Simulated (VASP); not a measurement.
# EuCo (Fd-3m) in VASP: notebook

EuCo is run at these levels: PBE, PBEsol; tasks: single point.

Program: VASP 6.6.1. These are calculated values, not measurements. Logs are shortened: lines on timing, memory, paths and dates and some standing lists are left out, and cuts for length are marked.

## (1) The cell of the first run

Symmetry: Fd-3m, No. 227, cubic system. Conventional cell: a = 7.444 Å, b = 7.444 Å, c = 7.444 Å, α = 90.00°, β = 90.00°, γ = 90.00°. Within 4.2 Å of Eu (site symmetry -43m) lie 10 Co at 3.22 to 3.72 Å and 4 Eu at 3.22 Å. Co (site symmetry -43m) has 10 Eu at 3.22 to 3.72 Å and 4 Co at 3.22 Å within 4.2 Å.

## (2) Single point, PBE, collinear spin, ferrimagnetic start

Input file INCAR:

```
SYSTEM = EuCo
PREC = Accurate
ENCUT = 520
EDIFF = 1E-6
ISMEAR = -1
SIGMA = 0.1
LREAL = .False.
LASPH = .True.
NELM = 150
ALGO = Normal
ISIF = 2
LWAVE = .False.
LCHARG = .False.
ISPIN = 2
MAGMOM = 7 7 -1.8 -1.8
LORBIT = 11
LMAXMIX = 6
GGA = PE
NBANDS = 38
```

Input file KPOINTS:

```
Automatic mesh
0
Gamma
  4 4 4
  0 0 0
```

Input file POSCAR:

```
EuCo
1.0
    0.0000000000      3.7222486500      3.7222486500
    3.7222486500      0.0000000000      3.7222486500
    3.7222486500      3.7222486500      0.0000000000
Eu Co
2 2
Direct
    0.0000000000      0.0000000000      0.0000000000
    0.2500000000      0.2500000000      0.2500000000
    0.5000000000      0.5000000000      0.5000000000
    0.7500000000      0.7500000000      0.7500000000
```

Potentials or basis: VASP PAW PBE potentials, release 64 (Eu, Co).

Started as:

```sh
cat potpaw_PBE.64/Eu/POTCAR potpaw_PBE.64/Co/POTCAR > POTCAR
mpirun -np 1 vasp_std > vasp.out
```

OUTCAR:

```text
SYSTEM = EuCo
   PREC = Accurate
   ENCUT = 520
   EDIFF = 1E-6
   ISMEAR = -1
   LREAL = .False.
   LASPH = .True.
   NELM = 150
   ISIF = 2
   ISPIN = 2
   LORBIT = 11
   GGA = PE

 ion  position               nearest neighbor table
   1  0.000  0.000  0.000-   4 3.22   4 3.22   4 3.22   2 3.22   2 3.22   2 3.22   4 3.22   2 3.22

   2  0.250  0.250  0.250-   1 3.22   1 3.22   1 3.22   3 3.22   3 3.22   3 3.22   3 3.22   1 3.22

   3  0.500  0.500  0.500-   2 3.22   2 3.22   2 3.22   2 3.22
   4  0.750  0.750  0.750-   1 3.22   1 3.22   1 3.22   1 3.22

  LATTYP: Found a face centered cubic cell.
 ALAT       =     7.4444973000

  Lattice vectors:

 A1 = (   0.0000000000,   3.7222486500,   3.7222486500)
 A2 = (   3.7222486500,   0.0000000000,   3.7222486500)
 A3 = (   3.7222486500,   3.7222486500,   0.0000000000)

Analysis of symmetry for initial positions (statically):
=====================================================================
 Subroutine PRICEL returns:
 Original cell was already a primitive cell.

 Routine SETGRP: Setting up the symmetry group for a
 face centered cubic supercell.

 Subroutine GETGRP returns: Found 48 space group operations
 (whereof 24 operations were pure point group operations)
 out of a pool of 48 trial point group operations.

The static configuration has the point symmetry T_d .
 The point group associated with its full space group is O_h .

Analysis of symmetry for dynamics (positions and initial velocities):
=====================================================================
 Subroutine PRICEL returns:
 Original cell was already a primitive cell.

 Routine SETGRP: Setting up the symmetry group for a
 face centered cubic supercell.

 Subroutine GETGRP returns: Found 48 space group operations
 (whereof 24 operations were pure point group operations)
 out of a pool of 48 trial point group operations.

The dynamic configuration has the point symmetry T_d .
 The point group associated with its full space group is O_h .

Analysis of structural, dynamic, and magnetic symmetry:
=====================================================================
 Subroutine PRICEL returns:
 Original cell was already a primitive cell.

 Routine SETGRP: Setting up the symmetry group for a
 face centered cubic supercell.

 Subroutine GETGRP returns: Found 48 space group operations
 (whereof 24 operations were pure point group operations)
 out of a pool of 48 trial point group operations.

The overall configuration has the point symmetry T_d .
 The point group associated with its full space group is O_h .

 Subroutine INISYM returns: Found 48 space group operations
 (whereof 24 operations are pure point group operations),
 and found     1 'primitive' translations

----------------------------------------------------------------------------------------

                                     Primitive cell

  volume of cell :     103.1445

  direct lattice vectors                    reciprocal lattice vectors
     0.000000000  3.722248650  3.722248650    -0.134327404  0.134327404  0.134327404
     3.722248650  0.000000000  3.722248650     0.134327404 -0.134327404  0.134327404
     3.722248650  3.722248650  0.000000000     0.134327404  0.134327404 -0.134327404

  length of vectors
     5.264054523  5.264054523  5.264054523     0.232661889  0.232661889  0.232661889

  position of ions in fractional coordinates (direct lattice)
     0.000000000  0.000000000  0.000000000
     0.250000000  0.250000000  0.250000000
     0.500000000  0.500000000  0.500000000
     0.750000000  0.750000000  0.750000000

  ion indices of the primitive-cell ions
   primitive index   ion index
                 1           1
                 2           2
                 3           3
                 4           4

----------------------------------------------------------------------------------------

 KPOINTS: Automatic mesh

Automatic generation of k-mesh.
 Grid dimensions read from file:
 generate k-points for:    4    4    4

 Generating k-lattice:

  Cartesian coordinates                     Fractional coordinates (reciprocal lattice)
    -0.033581851  0.033581851  0.033581851     0.250000000  0.000000000  0.000000000
     0.033581851 -0.033581851  0.033581851     0.000000000  0.250000000  0.000000000
     0.033581851  0.033581851 -0.033581851     0.000000000  0.000000000  0.250000000

  Length of vectors
     0.058165472  0.058165472  0.058165472

  Shift w.r.t. Gamma in fractional coordinates (k-lattice)
     0.000000000  0.000000000  0.000000000

 Subroutine IBZKPT returns following result:
 ===========================================

 Found      8 irreducible k-points:

 Following reciprocal coordinates:
            Coordinates               Weight
  0.000000  0.000000  0.000000      1.000000
  0.250000  0.000000  0.000000      8.000000
  0.500000  0.000000  0.000000      4.000000
  0.250000  0.250000  0.000000      6.000000
  0.500000  0.250000  0.000000     24.000000
 -0.250000  0.250000  0.000000     12.000000
  0.500000  0.500000  0.000000      3.000000
 -0.250000  0.500000  0.250000      6.000000
   k-points           NKPTS =      8   k-points in BZ     NKDIM =      8   number of bands    NBANDS=     38
   number of dos      NEDOS =    301   number of ions     NIONS =      4
   total plane-waves  NPLWV =  64000
   dimension x,y,z NGX =    40 NGY =   40 NGZ =   40
   dimension x,y,z NGXF=    80 NGYF=   80 NGZF=   80
   ions per type =               2   2
   NGX,Y,Z   is equivalent  to a cutoff of  12.63, 12.63, 12.63 a.u.
   NGXF,Y,Z  is equivalent  to a cutoff of  25.27, 25.27, 25.27 a.u.
 SYSTEM =  EuCo
   PREC   = accura    normal or accurate (medium, high low for compatibility)
   ISTART =      0    job   : 0-new  1-cont  2-samecut
   ICHARG =      2    charge: 1-file 2-atom 10-const
   ISPIN  =      2    spin polarized calculation?
   LNONCOLLINEAR =      F non collinear calculations
   LSORBIT =      F    spin-orbit coupling
   LASPH  =      T    aspherical Exc in radial PAW
   ENCUT  =  520.0 eV  38.22 Ry    6.18 a.u.   9.79  9.79  9.79*2*pi/ulx,y,z
   NELM   =    150;   NELMIN=  2; NELMDL= -5     # of ELM steps
   EDIFF  = 0.1E-05   stopping-criterion for ELM
   LREAL  =      F    real-space projection
   EDIFFG = 0.1E-04   stopping-criterion for IOM
   NSW    =      0    number of steps for IOM
   IBRION =     -1    ionic relax: 0-MD 1-quasi-New 2-CG
   NFREE  =      0    steps in history (QN), initial steepest desc. (CG)
   ISIF   =      2    stress and relaxation
   ISYM   =      2    0-nonsym 1-usesym 2-fastsym
   POTIM  = 0.5000    time-step for ionic-motion
   TEBEG  =    0.0;   TEEND  =   0.0 temperature during run
   PSTRESS=    0.0 pullay stress
   NELECT =      52.0000    total number of electrons
   NUPDOWN=      -1.0000    fix difference up-down
   EMIN   =  10.00;   EMAX   =-10.00  energy-range for DOS
   EFERMI =   0.00;   METHOD = LEGACY
   ISMEAR =    -1;   SIGMA  =   0.10  broadening in eV -4-tet -1-fermi 0-gaus
   EFERMI_NEDOS =   21; number of points for ismear=-14 and -15
   IALGO  =     38    algorithm
   IMIX   =      4    mixing-type and parameters
     AMIX     =   0.40;   BMIX     =  1.00
     AMIX_MAG =   1.60;   BMIX_MAG =  1.00
  volume/ion in A,a.u.               =      25.79       174.01
  Fermi-wavevector in a.u.,A,eV,Ry     =   1.302948  2.462216 23.098266  1.697675
  Thomas-Fermi vector in A             =   2.433983
   LORBIT       =     11    0 simple, 1 ext, 2 COOP (PROOUT), +10 PAW based schemes
   GGA     = PE    functional components
   LHFCALC =     F    Hartree Fock is set to
   AEXX    =    0.0000 exact exchange contribution
   IVDW    =     0    specifies the selected vdW correction
   LEPSILON=     F    determine dielectric tensor
   LRPA    =     F    only Hartree local field effects (RPA)
 spin polarized calculation
  energy-cutoff  :      520.00
  volume of cell :      103.14
 maximum number of plane-waves:      2788
   NGX = 19   NGY = 19   NGZ = 19

 number of electron      52.0000017 magnetization       8.5569717

 number of electron      52.0000013 magnetization      11.4823957

 Free energy of the ion-electron system (eV)
  ---------------------------------------------------
  ext. energy  EPLUGINS =         0.00000000
  ---------------------------------------------------
  free energy    TOTEN  =       -34.56311704 eV

  energy without entropy =      -34.23578783  energy(sigma->0) =      -34.39945244

 E-fermi :   3.4675     XC(G=0): -10.0676

 val. band max:        3.4539103649   @ k =   0.2500   0.0000   0.0000
 cond. band min:       3.4744147203   @ k =  -0.2500   0.5000   0.2500
 fundamental gap:      0.0205043554
 Fermi energy:         3.4674776900

 spin component 1

 k-point     1 :       0.0000    0.0000    0.0000
  band No.  band energies     occupation
      1     -38.1381      1.00000
      2     -37.9194      1.00000
      3     -17.1180      1.00000
      4     -17.1180      1.00000
      5     -17.1180      1.00000
      6     -16.5133      1.00000
[... 317 lines left out ...]
     37       5.2271      0.00000
     38       5.3310      0.00000
 Fermi energy:         3.4674776900

 spin component 2

 k-point     1 :       0.0000    0.0000    0.0000
  band No.  band energies     occupation
      1     -35.0017      1.00000
      2     -34.7450      1.00000
      3     -14.7970      1.00000
      4     -14.7970      1.00000
      5     -14.7970      1.00000
      6     -14.1279      1.00000
[... 317 lines left out ...]
     37       7.8354      0.00000
     38       7.9202      0.00000

------------------------ aborting loop because EDIFF is reached ----------------------------------------

  FORCE on cell =-STRESS in cart. coord.  units (eV):
  Direction    XX          YY          ZZ          XY          YZ          ZX
  --------------------------------------------------------------------------------------
  -------------------------------------------------------------------------------------
  Total       -5.1984943     -5.1984943     -5.1984943      0.0000000     -0.0000000      0.0000000
  in kB      -80.7499048    -80.7499048    -80.7499048      0.0000000     -0.0000000      0.0000000
  external PRESSURE =     -80.7499048 kB  Pullay stress =       0.0000000 kB

 VOLUME and BASIS-vectors are now :
 -----------------------------------------------------------------------------
  energy-cutoff  :      520.00
  volume of cell :      103.14
      direct lattice vectors                 reciprocal lattice vectors
     0.000000000  3.722248650  3.722248650    -0.134327404  0.134327404  0.134327404
     3.722248650  0.000000000  3.722248650     0.134327404 -0.134327404  0.134327404
     3.722248650  3.722248650  0.000000000     0.134327404  0.134327404 -0.134327404

 POSITION                                       TOTAL-FORCE (eV/Angst)
 -----------------------------------------------------------------------------------
      0.00000      0.00000      0.00000        -0.000000     -0.000000     -0.000000
      1.86112      1.86112      1.86112         0.000000      0.000000      0.000000
      3.72225      3.72225      3.72225        -0.000000     -0.000000     -0.000000
      5.58337      5.58337      5.58337         0.000000      0.000000      0.000000
 -----------------------------------------------------------------------------------
    total drift:                               -0.000000      0.000000      0.000000

  FREE ENERGIE OF THE ION-ELECTRON SYSTEM (eV)
  ---------------------------------------------------
  free  energy   TOTEN  =       -34.5631170448 eV

  energy  without entropy=      -34.2357878278  energy(sigma->0) =      -34.39945244

 total charge

# of ion       s       p       d       f       tot
--------------------------------------------------
    1        2.069   5.703   0.450   6.564  14.786
    2        2.069   5.703   0.450   6.564  14.786
    3        0.403   0.168   7.173   0.000   7.744
    4        0.403   0.168   7.173   0.000   7.744
--------------------------------------------------
tot          4.944  11.742  15.245  13.129  45.060

 magnetization (x)

# of ion       s       p       d       f       tot
--------------------------------------------------
    1        0.015  -0.090   0.254   6.549   6.727
    2        0.015  -0.090   0.254   6.549   6.727
    3       -0.039   0.041  -1.816   0.000  -1.813
    4       -0.039   0.041  -1.816   0.000  -1.813
--------------------------------------------------
tot         -0.048  -0.099  -3.124  13.098   9.827
```

Wall time 3.2 min (1 thread of AMD EPYC 7R13 (Zen 3), shared host); peak memory 0.29 GiB.

What came out:

```
Free energy                                           : -34.5631 eV
Pressure                                              : -8.1 GPa
Net moment                                            : 11.48 μB per cell
Site moments                                          : Eu +6.73; Co -1.81 μB
Valence electrons inside the program's atomic spheres : Eu 14.79; Co 7.74
```

Levels at points of the mesh, in eV from the Fermi level:
Spin up:
| k point | band 29 | band 30 | band 31 | band 32 | band 33 | band 34 |
| --- | --- | --- | --- | --- | --- | --- |
| (0.00, 0.00, 0.00) | -0.43 | -0.43 | -0.43 | 0.42 | 0.42 | 0.63 |
| (0.50, 0.00, 0.00) | -0.35 | -0.35 | -0.30 | -0.29 | -0.18 | -0.18 |
| (0.50, 0.50, 0.00) | -0.04 | -0.04 | 0.01 | 0.01 | 0.25 | 0.25 |
Spin down:
```csv
k point,band 17,band 18,band 19,band 20,band 21,band 22,band 23,band 24
"(0.00, 0.00, 0.00)",-1.74,-1.74,-1.74,1.34,1.34,1.34,2.10,2.10
"(0.50, 0.00, 0.00)",-1.95,-1.62,-1.62,-1.44,0.38,0.38,2.18,2.18
"(0.50, 0.50, 0.00)",-1.53,-1.53,-1.34,-1.34,1.20,1.20,1.53,1.53
```

Caveat: the k points lie up to 0.37 Å⁻¹ apart; spin-orbit coupling is left out, which moves the levels of the heavy elements; without U or exact exchange the open f shell lies at the Fermi level, which spoils levels, moments and volumes. The state reached can hang on the start; a lower one may exist.

## (3) Single point, PBEsol, collinear spin, ferrimagnetic start

Input file INCAR:

```
PREC = Accurate ; ENCUT = 520
EDIFF = 1E-6 ; ISMEAR = -1
SIGMA = 0.1 ; LREAL = F
LASPH = T ; NELM = 150
ALGO = Normal ; ISIF = 2
LWAVE = F ; LCHARG = F
ISPIN = 2 ; MAGMOM = 7 7 -1.8 -1.8
LORBIT = 11 ; LMAXMIX = 6
GGA = PS ; NBANDS = 38
```

Input file KPOINTS:

```
Automatic mesh
0
Gamma
  4 4 4
```

POSCAR is that of step 2.

Potentials or basis: VASP PAW PBE potentials, release 64 (Eu, Co).

Started as:

```sh
cat potpaw_PBE.64/Eu/POTCAR potpaw_PBE.64/Co/POTCAR > POTCAR
mpirun -np 1 vasp_std > vasp.out
```

Wall time 4.3 min (1 thread of AMD EPYC 7R13 (Zen 3), shared host); peak memory 0.29 GiB.

The run converged. Its results:

- Free energy: -35.9116 eV
- Pressure: -11.0 GPa
- Net moment: 11.41 μB per cell
- Site moments: Eu +6.72; Co -1.80 μB
- Valence electrons inside the program's atomic spheres: Eu 14.74; Co 7.74

Levels at points of the mesh, in eV from the Fermi level:
Spin up:
```
           k point  band 29  band 30  band 31  band 32  band 33  band 34
(0.00, 0.00, 0.00)    -0.43    -0.43    -0.43     0.30     0.30     0.65
(0.50, 0.00, 0.00)    -0.34    -0.34    -0.27    -0.24    -0.23    -0.23
(0.50, 0.50, 0.00)    -0.06    -0.06     0.04     0.04     0.25     0.25
```
Spin down:
```
           k point  band 17  band 18  band 19  band 20  band 21  band 22  band 23  band 24
(0.00, 0.00, 0.00)    -1.76    -1.74    -1.74     1.31     1.31     1.31     2.09     2.09
(0.50, 0.00, 0.00)    -1.89    -1.63    -1.63    -1.45     0.36     0.36     2.15     2.15
(0.50, 0.50, 0.00)    -1.55    -1.55    -1.33    -1.33     1.19     1.19     1.49     1.49
```

Caveat: the k points lie up to 0.37 Å⁻¹ apart; the PAW data sets were made with another functional, which shifts forces and pressure a little; spin-orbit coupling is left out, which moves the levels of the heavy elements; without U or exact exchange the open f shell lies at the Fermi level, which spoils levels, moments and volumes.
